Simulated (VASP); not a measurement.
Here is a VASP 6.6.1 calculation.

INCAR

```
SYSTEM = GaSb
ALGO = Normal
EDIFF = 1E-6
ENCUT = 500
GGA = CA
GGA_COMPAT = .FALSE.
ISIF = 2
ISMEAR = 0
LASPH = .TRUE.
LCHARG = .TRUE.
LELF = .TRUE.
LREAL = .FALSE.
LVHAR = .TRUE.
LWAVE = .FALSE.
NBANDS = 16
NELM = 120
PREC = Accurate
SIGMA = 0.01
```

File KPOINTS:

```
k-points
0
G
  8 8 8
  0 0 0
```

POSCAR

```
GaSb
1.0
    0.0000000000      3.0234255332      3.0234255332
    3.0234255332      0.0000000000      3.0234255332
    3.0234255332      3.0234255332      0.0000000000
Ga Sb
1 1
Direct
    0.0000000000      0.0000000000      0.0000000000
    0.2500000000      0.2500000000      0.2500000000
```

Potentials or basis: VASP PAW LDA potentials, release 64 (Ga_d, Sb).

Command:

```bash
$ cat potpaw_LDA.64/Ga_d/POTCAR potpaw_LDA.64/Sb/POTCAR > POTCAR
$ mpirun -np 1 vasp_std > vasp.out
```

**Question.** What does it give for the band gap on the k mesh?

**Answer.** 0.13 eV, direct.

**Question.** What does it give for the pressure?

**Answer.** 0.2 GPa.

Caveat: spin-orbit coupling is left out, which moves the levels of the heavy elements. A k mesh can miss the band edges.
